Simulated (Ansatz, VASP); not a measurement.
# Two plane-wave programs on SrTiO3

```
Sr Ti O
1.0
     3.94713    0.00000    0.00000
     0.00000    3.94713    0.00000
     0.17762    0.00000    3.94713
Sr Ti O
1 1 3
Direct
  0.00000 0.00000 0.00000
  0.50000 0.50000 0.50000
  0.50000 0.00000 0.50000
  0.50000 0.50000 0.00000
  0.00000 0.50000 0.50000
```

Alike in both runs: task single point; functional PBE; k mesh 8 × 8 × 8; occupations gaussian, width 0.02 eV; no spin polarisation; Hubbard terms Ti d U = 4.0 eV.

```csv
,VASP,Ansatz
version,VASP 6.6.1,Ansatz 0.2.0
potentials or method,"VASP PAW PBE potentials, release 64 (Sr_sv, Ti_sv, O), cutoff 520 eV","scalar-relativistic, plane waves, PAW"
valence electrons in the cell,40,40
```

|  | VASP | Ansatz | Ansatz less VASP |
| --- | --- | --- | --- |
| gap on the k mesh at the Fermi level (eV) | 2.19 | 2.19 | +0.004 |
| least direct gap on the mesh (eV) | 2.51 | 2.51 | -0.002 |
| pressure (GPa) | 2.8 | 0.1 | -2.70 |
| traceless stress, the component that is largest in VASP (GPa) | -4.94 | -4.96 | -0.022 |

The programs project onto different local orbitals, so the same U acts differently, and such runs can settle in different states.
